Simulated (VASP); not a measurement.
Runs of VASP 6.6.1 on WC. Symmetry: Fm-3m, No. 225, cubic system. The conventional cell has a = 4.385 Å, b = 4.385 Å, c = 4.385 Å, α = 90.00°, β = 90.00°, γ = 90.00°. Within 2.9 Å of W (site symmetry m-3m) lie 6 C at 2.19 Å. Within 2.9 Å of C (site symmetry m-3m) lie 6 W at 2.19 Å. 

```tsv
k mesh	gap on the mesh (eV)	pressure (GPa)
5 × 5 × 5	none	-14.4
4 × 4 × 4	none	-15.1
7 × 7 × 7	none	(a)
8 × 8 × 8	none	-13.5
```

Alike in all rows: task single point; level LDA; potentials or basis VASP PAW LDA potentials, release 64 (W_sv, C); no spin polarisation; cell as given; cutoff (eV) 600; smearing fermi-dirac 0.1 eV.

Q: Fill in the values left out.

A: (a) -14.0.

Caveats: some runs use coarse meshes; spin-orbit coupling is left out, which moves the levels of the heavy elements.

A k mesh can miss the band edges, and the runs leave out spin-orbit coupling on W.

A gap of «none» marks levels without a gap at the run's occupations.
